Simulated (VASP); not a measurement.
Wanted: the native input for a VASP 6.6.1 run.

```yaml
Task: single point
Functional: r2SCAN
Potentials_or_basis: VASP PAW PBE potentials, release 64 (Mn_pv)
Cutoff: 520 eV
k_mesh: 17 × 17 × 17
Occupations: fermi-dirac, width 0.1 eV
Spin: no spin polarisation
Dipole_correction: no
Further_INCAR_settings: ALGO = Normal; EDIFF = 1e-06; NBANDS = 12
```

Crystal: Mn.

```
CELL_PARAMETERS angstrom
0.00000 1.75863 1.75863
1.75863 0.00000 1.75863
1.75863 1.75863 0.00000
ATOMIC_POSITIONS crystal
Mn 0.00000 0.00000 0.00000
```

This cell differs from its parent crystal: volume scaled by 1.04.

The input as run:

POSCAR

```
Mn
1.0
    0.0000000000      1.7586329408      1.7586329408
    1.7586329408      0.0000000000      1.7586329408
    1.7586329408      1.7586329408      0.0000000000
Mn
1
Direct
    0.0000000000      0.0000000000      0.0000000000
```

INCAR.step1

```
PREC     = Accurate       # precision mode
ENCUT    = 520            # plane-wave cutoff, eV
ISMEAR   = -1             # smearing method
SIGMA    = 0.1            # smearing width, eV
LREAL    = F              # projectors in reciprocal space
LASPH    = T              # aspherical terms in the spheres
NELM     = 80             # most SCF steps
NBANDS   = 12             # bands
GGA      = PE             # functional
ALGO     = Normal         # electronic algorithm
EDIFF    = 1E-4           # SCF threshold, eV
LWAVE    = T              # write WAVECAR
LCHARG   = F              # write CHGCAR
```

INCAR.step2

```
PREC     = Accurate       # precision mode
ENCUT    = 520            # plane-wave cutoff, eV
EDIFF    = 1E-6           # SCF threshold, eV
ISMEAR   = -1             # smearing method
SIGMA    = 0.1            # smearing width, eV
LREAL    = F              # projectors in reciprocal space
LASPH    = T              # aspherical terms in the spheres
NELM     = 80             # most SCF steps
ALGO     = Normal         # electronic algorithm
ISIF     = 2              # what is computed and relaxed
LWAVE    = F              # write WAVECAR
LCHARG   = T              # write CHGCAR
METAGGA  = R2SCAN         # meta-GGA
LMIXTAU  = T            
LELF     = T              # ELF
LVHAR    = T            
NBANDS   = 12             # bands
ISTART   = 1
```

KPOINTS

```
regular mesh
0
Gamma
  17 17 17
```

Potentials or basis: VASP PAW PBE potentials, release 64 (Mn_pv).

Launch:

```console
$ cat potpaw_PBE.64/Mn_pv/POTCAR > POTCAR
$ cp INCAR.step1 INCAR
$ mpirun -np 1 vasp_std > vasp.out
$ cp INCAR.step2 INCAR
$ mpirun -np 1 vasp_std > vasp.out
```

It gave:

The pressure is -10.7 GPa.

Caveat: the PAW data sets were made with another functional, which shifts forces and pressure a little; the run has no spin polarisation, though such a crystal can be magnetic.

Wall time 2.3 min on 1 thread of AMD EPYC 7R43 64-Core Processor (Zen 3), with other jobs on the host, peak memory 0.1 GiB.
